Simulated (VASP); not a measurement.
Set up this calculation in VASP 6.6.1, as the native input.

* Task: single point
* Functional: PBE
* Potentials or basis: VASP PAW PBE potentials, release 64 (Mo_sv)
* Cutoff: 520 eV
* k mesh: 13 × 13 × 13
* Occupations: methfessel-paxton, width 0.15 eV
* Spin: no spin polarisation
* Dipole correction: no
* Further INCAR settings: ALGO = Normal; EDIFF = 1e-06; NBANDS = 13

The structure of Mo lies in POSCAR:

```
Mo
1.0
   -1.5302858480      1.5302858480      1.5302858480
    1.5302858480     -1.5302858480      1.5302858480
    1.5302858480      1.5302858480     -1.5302858480
Mo
1
Direct
    0.0000000000      0.0000000000      0.0000000000
```

These files were run (other wordings do the same):

INCAR

```
SYSTEM = Mo
  PREC = Accurate
  ENCUT = 520
  EDIFF = 1E-6
  ISMEAR = 1
  SIGMA = 0.15
  LREAL = .FALSE.
  LASPH = .TRUE.
  NELM = 80
  ALGO = Normal
  ISIF = 2
  LWAVE = .FALSE.
  LCHARG = .FALSE.
  GGA = PE
  NBANDS = 13
```

KPOINTS

```
regular mesh
0
G
  13 13 13
  0 0 0
```

Potentials or basis: VASP PAW PBE potentials, release 64 (Mo_sv).

Run with:

```console
$ cat potpaw_PBE.64/Mo_sv/POTCAR > POTCAR
$ mpirun -np 1 vasp_std > vasp.out
```

Results of the run:

- Pressure: 31.1 GPa
- Band gap on the k mesh: zero (band 7 reaches 18.10 eV, above the bottom of band 8 at 12.50 eV)

Wall time 8.6 s on 1 thread of AMD EPYC 7R13 Processor (Zen 3), with other jobs on the host, peak memory 0.1 GiB.
